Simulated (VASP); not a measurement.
A run of VASP 6.6.1:

The input INCAR:

```
PREC     = Accurate       # precision mode
ENCUT    = 520            # plane-wave cutoff, eV
EDIFF    = 1E-7           # SCF threshold, eV
ISMEAR   = 0              # smearing method
SIGMA    = 0.05           # smearing width, eV
LREAL    = F              # projectors in reciprocal space
LASPH    = T              # aspherical terms in the spheres
NELM     = 60             # most SCF steps
ALGO     = Normal         # electronic algorithm
ISIF     = 2              # what is computed and relaxed
LWAVE    = F              # write WAVECAR
LCHARG   = F              # write CHGCAR
GGA      = PS             # functional
NBANDS   = 14             # bands
```

Contents of KPOINTS:

```
Automatic mesh
0
Gamma
  12 12 12
```

POSCAR

```
MgO2
1.0
    1.6047610160      0.9265092046      3.4939788749
   -1.6047610160      0.9265092046      3.4939788749
    0.0000000000     -1.8530184092      3.4939788749
Mg O
1 2
Direct
    0.0000000000      0.0000000000      0.0000000000
    0.4240158891      0.4240158891      0.4240158891
    0.5759841109      0.5759841109      0.5759841109
```

Potentials or basis: VASP PAW PBE potentials, release 64 (Mg, O).

The run is started by

```sh
$ cat potpaw_PBE.64/Mg/POTCAR potpaw_PBE.64/O/POTCAR > POTCAR
$ mpirun -np 1 vasp_std > vasp.out
```

Hardware: 1 thread of Intel Xeon 6975P-C, on a shared host.

Question: How long does it take, and how much memory?

Answer: Wall time 76 s on 1 thread of Intel Xeon 6975P-C (shared host), peak memory 0.23 GiB. Counts: scf iterations 14, k points 189.
